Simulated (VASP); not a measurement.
Set up this calculation in VASP 6.6.1, as the native input.

```
Task                   : single point
Functional             : LDA
Potentials or basis    : VASP PAW LDA potentials, release 64 (B)
Cutoff                 : 520 eV
k mesh                 : 24 × 24 × 5
Occupations            : fermi-dirac, width 0.1 eV
Spin                   : no spin polarisation
Dipole correction      : no
Further INCAR settings : ALGO = Normal; EDIFF = 1e-06; NBANDS = 10
```

The structure of B lies in POSCAR:

```
B
1.0
    1.7615419960      0.0000000000      0.0000000000
   -0.8807709980      1.5255401184      0.0000000000
    0.0000000000      0.0000000000      7.2011064011
B
2
Direct
    0.3333333333      0.6666666667      0.2500000000
    0.6666666667      0.3333333333      0.7500000000
```

This cell differs from its parent crystal: volume scaled by 1.12.

These files were run (other wordings do the same):

INCAR

```
ALGO = Normal ; EDIFF = 1E-6
ENCUT = 520 ; ISIF = 2
ISMEAR = -1 ; LASPH = T
LCHARG = F ; LREAL = F
LWAVE = F ; NBANDS = 10
NELM = 100 ; PREC = Accurate
SIGMA = 0.1
```

KPOINTS

```
k-points
0
Gamma
  24 24 5
```

Potentials or basis: VASP PAW LDA potentials, release 64 (B).

Command:

```sh
$ cat potpaw_LDA.64/B/POTCAR > POTCAR
$ mpirun -np 1 vasp_std > vasp.out
```

Results of the run:

- Pressure: -18.8 GPa
- Band gap on the k mesh: zero (band 3 reaches 7.93 eV, above the bottom of band 4 at -1.92 eV)

Run time: 12 s on 1 thread of Intel(R) Xeon(R) 6975P-C (Granite Rapids), on a shared host, peak memory 0.13 GiB.
